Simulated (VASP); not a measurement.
Runs of VASP 6.6.1 on TiN (Osbornite). The structure is that of space group Fm-3m (No. 225), or close to it. The cells are those of the table. 

| cell | gap on the mesh (eV) | pressure (GPa) |
| --- | --- | --- |
| a = 2.970 Å, angles 60.0°, 2 atoms | none | -5.0 |
| a = 2.942 Å, angles 60.0°, 2 atoms | none | (a) |
| a = 3.023 Å, angles 60.0°, 2 atoms | none | -19.0 |
| a = 2.915 Å, angles 60.0°, 2 atoms | none | 13.8 |
| a = 3.075 Å, angles 60.0°, 2 atoms | none | -29.5 |
| a = 3.049 Å, angles 60.0°, 2 atoms | none | (b) |
| a = 2.997 Å, angles 60.0°, 2 atoms | none | -12.5 |

Alike in all rows: task single point; level LDA; potentials or basis VASP PAW LDA potentials, release 64 (Ti_sv, N); no spin polarisation; k mesh 9 × 9 × 9; cutoff (eV) 520; smearing fermi-dirac 0.15 eV.

Question: Estimate the missing entries.

Answer: (a) 3.7; (b) -24.6.

A gap of «none» marks levels without a gap at the run's occupations.
